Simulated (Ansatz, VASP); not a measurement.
## Two plane-wave programs on CdS

```
Cd S
1.0
     2.72688    2.72688    0.00000
    -2.72688    2.72688    0.00000
     0.00000    2.72688    2.72688
Cd S
1 1
Direct
  0.00000 0.00000 0.00000
  0.50000 0.50000 0.00000
```

Alike in both runs: task single point; functional r2SCAN; k mesh 8 × 8 × 8; no spin polarisation.

|  | VASP | Ansatz |
| --- | --- | --- |
| version | VASP 6.6.1 | Ansatz 0.2.0 |
| potentials or method | VASP PAW PBE potentials, release 64 (Cd, S) | PAW with Ansatz's default frozen-core files, scalar-relativistic |
| plane-wave cutoff (eV) | 520 | 500 |
| occupations | gaussian, width 0.01 eV | fixed |
| valence electrons in the cell | 18 | 26 |

```tsv
	VASP	Ansatz	Ansatz less VASP
gap on the k mesh at the Fermi level (eV)	0.73	0.75	+0.018
pressure (GPa)	0.5	0.0	-0.48
```

VASP's potentials were made for PBE, not for r2SCAN. VASP's potentials hold 18 valence electrons a cell and Ansatz's 26, so a difference there can come from the potentials and not from the codes.
